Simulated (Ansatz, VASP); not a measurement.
Two plane-wave programs on N

File INCAR:

```
PREC = Accurate ; ENCUT = 910
EDIFF = 1E-7 ; ISMEAR = 0
SIGMA = 0.02 ; LREAL = False
LASPH = True ; NELM = 120
ALGO = Normal ; ISIF = 3
LWAVE = False ; LCHARG = False
GGA = PE ; IVDW = 12
IBRION = 2 ; NSW = 100
EDIFFG = -0.005 ; GGA_COMPAT = False
NELMIN = 4
```

The input KPOINTS:

```
Automatic mesh
0
Gamma
  6 6 4
```

Contents of POSCAR:

```
N
1.0
    4.0840619700      0.0000000000      0.0000000000
    0.0000000000      4.0840619700      0.0000000000
    0.0000000000      0.0000000000      5.3459132500
N
4
Direct
    0.9042752000      0.9042752000      0.0000000000
    0.5957248000      0.4042752000      0.5000000000
    0.0957248000      0.0957248000      0.0000000000
    0.4042752000      0.5957248000      0.5000000000
```

Input for Ansatz:

```yaml
crystal:
  lattice:
    - [4.08406197, 0.0, 0.0]
    - [0.0, 4.08406197, 0.0]
    - [0.0, 0.0, 5.34591325]
  atoms:
    - { symbol: "N", position: [0.9042752, 0.9042752, 0.0] }
    - { symbol: "N", position: [0.5957248, 0.4042752, 0.5] }
    - { symbol: "N", position: [0.0957248, 0.0957248, 0.0] }
    - { symbol: "N", position: [0.4042752, 0.5957248, 0.5] }
basis:
  ecutwfc: 420
kpoints:
  mp_grid: { grid: [6, 6, 4] }
hamiltonian:
  xc: pbe
  dispersion: d3bj
scf:
  occupations: { method: gaussian, width: 0.02 }
output:
  forces: true
  stress: true
  eigenvalues: true
relax:
  adjacent_minimum: "off"
  f_tol: 0.005
  max_steps: 80
  cell: { stress_tol: 0.05 }
```

Alike in both runs: task relaxation of cell and atoms; functional PBE; dispersion D3(BJ); k mesh 6 × 6 × 4; occupations gaussian, width 0.02 eV; no spin polarisation.

```csv
,VASP,Ansatz
version,VASP 6.6.1,Ansatz 0.2.0
potentials or method,"VASP PAW PBE potentials, release 64 (N_h), cutoff 910 eV","scalar-relativistic, plane waves, PAW"
valence electrons in the cell,20,20
```

Ansatz gave:

| Quantity | Value |
| --- | --- |
| gap on the k mesh at the Fermi level, each at its own relaxed structure (eV) | 6.98 |
| relaxed volume (Å³/atom) | 22.32 |
| relaxed length of the cell vector where the two differ most in proportion (Å) | 4.094 |

Which values does VASP return?

gap on the k mesh at the Fermi level, each at its own relaxed structure (eV): 6.88; relaxed volume (Å³/atom): 21.30; relaxed length of the cell vector where the two differ most in proportion (Å): 4.024.

Noted on VASP's run: the cutoff is under 1.25 times that of the potentials, so the pressure is a little rough.
